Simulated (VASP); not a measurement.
# AlN (F-43m) in VASP: settings compared

Aim: see how the results for AlN move with the level of theory and the settings. Levels: BLYP, PBE. Tasks: single point.

Everything below comes from runs of VASP 6.6.1. Logs are shortened: lines on timing, memory, paths and dates and some standing lists are left out, and cuts for length are marked.

### Step 1. The cell of the first run

The structure is cubic, space group F-43m (No. 216). Conventional cell: a = 4.425 Å, b = 4.425 Å, c = 4.425 Å, α = 90.00°, β = 90.00°, γ = 90.00°. Al (site symmetry -43m) has 4 N at 1.92 Å within 2.5 Å. N (site symmetry -43m) has 4 Al at 1.92 Å within 2.5 Å.

### Step 2. Single point, BLYP

INCAR reads:

```
SYSTEM = AlN
PREC     = Accurate       ! precision mode
ENCUT    = 520            ! plane-wave cutoff, eV
EDIFF    = 1E-6           ! SCF threshold, eV
ISMEAR   = -1             ! smearing method
SIGMA    = 0.05           ! smearing width, eV
LREAL    = .FALSE.        ! projectors in reciprocal space
LASPH    = .TRUE.         ! aspherical terms in the spheres
NELM     = 80             ! most SCF steps
ALGO     = Normal         ! electronic algorithm
ISIF     = 2              ! what is computed and relaxed
LWAVE    = .FALSE.        ! write WAVECAR
LCHARG   = .FALSE.        ! write CHGCAR
GGA      = B5             ! functional
ALDAX    = 1.0          
AGGAX    = 1.0          
AGGAC    = 1.0          
ALDAC    = 0.0          
NBANDS   = 11             ! bands
```

KPOINTS reads:

```
regular mesh
0
G
  10 10 10
  0 0 0
```

POSCAR reads:

```
AlN
1.0
    0.0000000000      2.2124509582      2.2124509582
    2.2124509582      0.0000000000      2.2124509582
    2.2124509582      2.2124509582      0.0000000000
Al N
1 1
Direct
    0.0000000000      0.0000000000      0.0000000000
    0.2500000000      0.2500000000      0.2500000000
```

Potentials or basis: VASP PAW PBE potentials, release 64 (Al, N).

Launch:

```sh
cat potpaw_PBE.64/Al/POTCAR potpaw_PBE.64/N/POTCAR > POTCAR
mpirun -np 1 vasp_std > vasp.out
```

OUTCAR:

```text
SYSTEM = AlN
   PREC = Accurate
   ENCUT = 520
   EDIFF = 1E-6
   ISMEAR = -1
   LREAL = .FALSE.
   LASPH = .TRUE.
   NELM = 80
   ISIF = 2
   GGA = B5

 ion  position               nearest neighbor table
   1  0.000  0.000  0.000-   2 1.92   2 1.92   2 1.92   2 1.92
   2  0.250  0.250  0.250-   1 1.92   1 1.92   1 1.92   1 1.92

  LATTYP: Found a face centered cubic cell.
 ALAT       =     4.4249019164

  Lattice vectors:

 A1 = (   0.0000000000,   2.2124509582,   2.2124509582)
 A2 = (   2.2124509582,   0.0000000000,   2.2124509582)
 A3 = (   2.2124509582,   2.2124509582,   0.0000000000)

Analysis of symmetry for initial positions (statically):
=====================================================================
 Subroutine PRICEL returns:
 Original cell was already a primitive cell.

 Routine SETGRP: Setting up the symmetry group for a
 face centered cubic supercell.

 Subroutine GETGRP returns: Found 24 space group operations
 (whereof 24 operations were pure point group operations)
 out of a pool of 48 trial point group operations.

The static configuration has the point symmetry T_d .

Analysis of symmetry for dynamics (positions and initial velocities):
=====================================================================
 Subroutine PRICEL returns:
 Original cell was already a primitive cell.

 Routine SETGRP: Setting up the symmetry group for a
 face centered cubic supercell.

 Subroutine GETGRP returns: Found 24 space group operations
 (whereof 24 operations were pure point group operations)
 out of a pool of 48 trial point group operations.

The dynamic configuration has the point symmetry T_d .

 Subroutine INISYM returns: Found 24 space group operations
 (whereof 24 operations are pure point group operations),
 and found     1 'primitive' translations

----------------------------------------------------------------------------------------

                                     Primitive cell

  volume of cell :      21.6596

  direct lattice vectors                    reciprocal lattice vectors
     0.000000000  2.212450958  2.212450958    -0.225993710  0.225993710  0.225993710
     2.212450958  0.000000000  2.212450958     0.225993710 -0.225993710  0.225993710
     2.212450958  2.212450958  0.000000000     0.225993710  0.225993710 -0.225993710

  length of vectors
[... 87 lines left out ...]
   NFREE  =      0    steps in history (QN), initial steepest desc. (CG)
   ISIF   =      2    stress and relaxation
   ISYM   =      2    0-nonsym 1-usesym 2-fastsym
   POTIM  = 0.5000    time-step for ionic-motion
   TEBEG  =    0.0;   TEEND  =   0.0 temperature during run
   PSTRESS=    0.0 pullay stress
   NELECT =       8.0000    total number of electrons
   NUPDOWN=      -1.0000    fix difference up-down
   EMIN   =  10.00;   EMAX   =-10.00  energy-range for DOS
   EFERMI =   0.00;   METHOD = LEGACY
   ISMEAR =    -1;   SIGMA  =   0.05  broadening in eV -4-tet -1-fermi 0-gaus
   EFERMI_NEDOS =   21; number of points for ismear=-14 and -15
   IALGO  =     38    algorithm
   IMIX   =      4    mixing-type and parameters
     AMIX     =   0.40;   BMIX     =  1.00
     AMIX_MAG =   1.60;   BMIX_MAG =  1.00
  volume/ion in A,a.u.               =      10.83        73.08
  Fermi-wavevector in a.u.,A,eV,Ry     =   1.174594  2.219661 18.771570  1.379671
  Thomas-Fermi vector in A             =   2.310989
   LORBIT       =      0    0 simple, 1 ext, 2 COOP (PROOUT), +10 PAW based schemes
   GGA     = B5    functional components
   LHFCALC =     F    Hartree Fock is set to
   AEXX    =    0.0000 exact exchange contribution
   IVDW    =     0    specifies the selected vdW correction
   LEPSILON=     F    determine dielectric tensor
   LRPA    =     F    only Hartree local field effects (RPA)
 non-spin polarized calculation
  energy-cutoff  :      520.00
  volume of cell :       21.66
 maximum number of plane-waves:       596
   NGX = 11   NGY = 11   NGZ = 11

 number of electron       8.0000002 magnetization

 Free energy of the ion-electron system (eV)
  ---------------------------------------------------
  ext. energy  EPLUGINS =         0.00000000
  ---------------------------------------------------
  free energy    TOTEN  =       -13.90050551 eV

  energy without entropy =      -13.90050551  energy(sigma->0) =      -13.90050551

 E-fermi :   7.0478     XC(G=0): -10.1409

 val. band max:        6.0108192376   @ k =   0.0000   0.0000   0.0000
 cond. band min:       9.6570916557   @ k =   0.5000   0.5000   0.0000
 fundamental gap:      3.6462724180
 Fermi energy:         7.0478220920

 k-point     1 :       0.0000    0.0000    0.0000
  band No.  band energies     occupation
      1      -8.6498      2.00000
      2       6.0108      2.00000
      3       6.0108      2.00000
      4       6.0108      2.00000
      5      10.1418      0.00000
      6      18.2433      0.00000
      7      18.2433      0.00000
      8      18.2433      0.00000
      9      23.4890      0.00000
     10      23.4890      0.00000
     11      24.9765      0.00000
[... 309 lines left out ...]
 k-point    24 :       0.4000    0.3000    0.0000
  band No.  band energies     occupation
      1      -6.7706      2.00000
      2       2.0171      2.00000
      3       4.3824      2.00000
      4       4.6613      2.00000
      5      11.1467      0.00000
      6      15.4233      0.00000
      7      17.9252      0.00000
      8      20.2565      0.00000
      9      20.7403      0.00000
     10      26.9797      0.00000
     11      29.0760      0.00000

 [... further k-points ...]

------------------------ aborting loop because EDIFF is reached ----------------------------------------

  FORCE on cell =-STRESS in cart. coord.  units (eV):
  Direction    XX          YY          ZZ          XY          YZ          ZX
  --------------------------------------------------------------------------------------
  -------------------------------------------------------------------------------------
  Total        0.0539349      0.0539349      0.0539349     -0.0000000     -0.0000000     -0.0000000
  in kB        3.9896023      3.9896023      3.9896023     -0.0000000     -0.0000000     -0.0000000
  external PRESSURE =       3.9896023 kB  Pullay stress =       0.0000000 kB

 VOLUME and BASIS-vectors are now :
 -----------------------------------------------------------------------------
  energy-cutoff  :      520.00
  volume of cell :       21.66
      direct lattice vectors                 reciprocal lattice vectors
     0.000000000  2.212450958  2.212450958    -0.225993710  0.225993710  0.225993710
     2.212450958  0.000000000  2.212450958     0.225993710 -0.225993710  0.225993710
     2.212450958  2.212450958  0.000000000     0.225993710  0.225993710 -0.225993710

 POSITION                                       TOTAL-FORCE (eV/Angst)
 -----------------------------------------------------------------------------------
      0.00000      0.00000      0.00000        -0.000000     -0.000000     -0.000000
      1.10623      1.10623      1.10623         0.000000      0.000000      0.000000
 -----------------------------------------------------------------------------------
    total drift:                               -0.000000     -0.000000     -0.000000

  FREE ENERGIE OF THE ION-ELECTRON SYSTEM (eV)
  ---------------------------------------------------
  free  energy   TOTEN  =       -13.9005055063 eV

  energy  without entropy=      -13.9005055062  energy(sigma->0) =      -13.90050551
```

OSZICAR:

```text
N       E                     dE             d eps       ncg     rms          rms(c)
DAV:   1     0.117629223380E+02    0.11763E+02   -0.36389E+03  1058   0.588E+02
DAV:   2    -0.157513986869E+02   -0.27514E+02   -0.26305E+02  1260   0.139E+02
DAV:   3    -0.166806264546E+02   -0.92923E+00   -0.92802E+00  1271   0.238E+01
DAV:   4    -0.166860040864E+02   -0.53776E-02   -0.53773E-02  1175   0.195E+00
DAV:   5    -0.166860779603E+02   -0.73874E-04   -0.73874E-04  1262   0.223E-01    0.916E+00
DAV:   6    -0.139044366888E+02    0.27816E+01   -0.14974E+01  1220   0.192E+01    0.272E+00
DAV:   7    -0.139087761936E+02   -0.43395E-02   -0.18887E-01  1115   0.359E+00    0.199E+00
DAV:   8    -0.139024798629E+02    0.62963E-02   -0.42791E-02  1142   0.196E+00    0.633E-01
DAV:   9    -0.139004539719E+02    0.20259E-02   -0.54185E-03  1229   0.461E-01    0.240E-01
DAV:  10    -0.139005020934E+02   -0.48121E-04   -0.54039E-04  1124   0.155E-01    0.191E-02
DAV:  11    -0.139005055298E+02   -0.34364E-05   -0.96113E-06  1229   0.255E-02    0.180E-02
DAV:  12    -0.139005055063E+02    0.23523E-07   -0.10743E-06  1172   0.704E-03
   1 F= -.13900506E+02 E0= -.13900506E+02  d E =-.434877E-10
```

It took 9.4 s on 1 thread of Intel Xeon Platinum 8559C (Emerald Rapids), shared host; peak memory 0.13 GiB.

What came out:

```
Free energy            : -13.9005 eV
Pressure               : 0.4 GPa
Band gap on the k mesh : 3.65 eV, indirect (least direct gap 4.13 eV)
```

Caveat: the PAW data sets were made with another functional, which shifts forces and pressure a little. A k mesh can miss the band edges.

### Step 3. Single point, BLYP

This run uses another cell than the first one, of 10.42 Å³/atom, 0.962 times its volume.

INCAR reads:

```
PREC = Accurate ; ENCUT = 520
EDIFF = 1E-7 ; ISMEAR = -1
SIGMA = 0.05 ; LREAL = False
LASPH = True ; NELM = 60
ALGO = Normal ; ISIF = 2
LWAVE = False ; LCHARG = False
GGA = B5 ; ALDAX = 1.0
AGGAX = 1.0 ; AGGAC = 1.0
ALDAC = 0.0 ; NBANDS = 11
```

KPOINTS reads:

```
Automatic mesh
0
Gamma
  10 10 10
```

POSCAR reads:

```
AlN
1.0
    0.0000000000      2.1839935596      2.1839935596
    2.1839935596      0.0000000000      2.1839935596
    2.1839935596      2.1839935596      0.0000000000
Al N
1 1
Direct
    0.0000000000      0.0000000000      0.0000000000
    0.2500000000      0.2500000000      0.2500000000
```

Potentials or basis: VASP PAW PBE potentials, release 64 (Al, N).

Launch:

```sh
cat potpaw_PBE.64/Al/POTCAR potpaw_PBE.64/N/POTCAR > POTCAR
mpirun -np 1 vasp_std > vasp.out
```

Run time: 14 s. Hardware: 1 thread of AMD EPYC 7R13 (Zen 3), shared host; peak memory 0.11 GiB.

It converged, with:

| Quantity | Value |
| --- | --- |
| Free energy | -13.8784 eV |
| Pressure | 8.3 GPa |
| Band gap on the k mesh | 3.67 eV, indirect (least direct gap 4.48 eV) |

Levels at points of the mesh, in eV from the valence-band top:
```tsv
k point	band 2	band 3	band 4	band 5	band 6	band 7
(0.00, 0.00, 0.00)	0.00	0.00	0.00	4.48	12.62	12.62
(0.50, 0.00, 0.00)	-5.73	-0.48	-0.48	7.55	10.14	11.28
(0.50, 0.50, 0.00)	-4.83	-1.75	-1.75	3.67	8.79	14.02
```

Caveat: the PAW data sets were made with another functional, which shifts forces and pressure a little. As with any semilocal functional, this BLYP gap is likely too small.

### Step 4. Single point, PBE

This run uses another cell than the first one, of 10.42 Å³/atom, 0.962 times its volume.

INCAR reads:

```
PREC = Accurate ; ENCUT = 520
EDIFF = 1E-7 ; ISMEAR = 0
SIGMA = 0.012 ; LREAL = F
LASPH = T ; NELM = 80
ALGO = Normal ; ISIF = 2
LWAVE = F ; LCHARG = F
GGA = PE ; NBANDS = 11
```

KPOINTS is that of step 3.

POSCAR is that of step 3.

Launch:

```sh
cat potpaw_PBE.64/Al/POTCAR potpaw_PBE.64/N/POTCAR > POTCAR
mpirun -np 1 vasp_std > vasp.out
```

Run time: 9 s. Hardware: 1 thread of AMD EPYC 7R13 (Zen 3), shared host; peak memory 0.11 GiB.

It converged, with:

| Item | Value |
| --- | --- |
| Free energy | -14.8404 eV |
| Pressure | 4.6 GPa |
| Band gap on the k mesh | 3.32 eV, indirect (least direct gap 4.20 eV) |

Levels at points of the mesh, in eV from the valence-band top:
```tsv
k point	band 2	band 3	band 4	band 5	band 6	band 7
(0.00, 0.00, 0.00)	0.00	0.00	0.00	4.20	12.56	12.56
(0.50, 0.00, 0.00)	-5.85	-0.48	-0.48	7.38	9.86	11.15
(0.50, 0.50, 0.00)	-4.90	-1.77	-1.77	3.32	8.62	13.96
```

A k mesh can miss the band edges. Expect the measured gap to be larger: semilocal functionals such as PBE lack the derivative discontinuity.

### Step 5. The runs side by side

```tsv
level	cell	smearing	gap on the mesh (eV)	pressure (GPa)
BLYP	a = 3.129 Å, angles 60.0°, 2 atoms	fermi-dirac 0.05 eV	3.65	0.4
BLYP	a = 3.089 Å, angles 60.0°, 2 atoms	fermi-dirac 0.05 eV	3.67	8.3
PBE	a = 3.089 Å, angles 60.0°, 2 atoms	gaussian 0.012 eV	3.32	4.6
```

Alike in all rows: task single point; potentials or basis VASP PAW PBE potentials, release 64 (Al, N); no spin polarisation; k mesh 10 × 10 × 10; cutoff (eV) 520.

Caveats: the PAW data sets were made with another functional, which shifts forces and pressure a little (some runs).

Total energies depend on the potentials used, so only differences within one code and one set of settings carry meaning.
